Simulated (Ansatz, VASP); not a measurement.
## Two plane-wave programs on AlGa3N4

```xyz
8
Lattice="4.2589 0.0000 0.0000 0.0000 4.4676 0.0000 0.0000 0.0000 4.4676" Properties=species:S:1:pos:R:3 pbc="T T T"
Al    0.0000    0.0000    0.0000
Ga    2.1295    2.2338    0.0000
Ga    2.1295    0.0000    2.2338
Ga    0.0000    2.2338    2.2338
N     3.2157    3.3732    1.0943
N     3.2157    1.0943    3.3732
N     1.0432    3.3732    3.3732
N     1.0432    1.0943    1.0943
```

Change from the starting cell: mode 4 frozen in at +0.000 Å, normal strain along x -0.0467.

Alike in both runs: task single point; functional PBEsol; k mesh 6 × 6 × 6; occupations gaussian, width 0.05 eV; no spin polarisation.

|  | VASP | Ansatz |
| --- | --- | --- |
| version | VASP 6.6.1 | Ansatz 0.2.0 |
| potentials or method | VASP PAW PBE potentials, release 64 (Al, Ga_d, N), cutoff 520 eV | scalar-relativistic, plane waves, PAW |
| valence electrons in the cell | 62 | 62 |

Ansatz gave:

* gap on the k mesh at the Fermi level (eV): 2.49
* least direct gap on the mesh (eV): 2.49
* pressure (GPa): 9.9
* traceless stress, the component that is largest in VASP (GPa): 3.31
* rms of the force components (eV/Å): 0.023

Problem. Estimate VASP's values.

Solution. gap on the k mesh at the Fermi level (eV): 2.51; least direct gap on the mesh (eV): 2.51; pressure (GPa): 9.8; traceless stress, the component that is largest in VASP (GPa): 3.34; rms of the force components (eV/Å): 0.023.

VASP's potentials were made for PBE, not for PBEsol, and Ansatz warns of the same on its side. Atom by atom the forces differ by 0.007 eV/Å (rms over components).
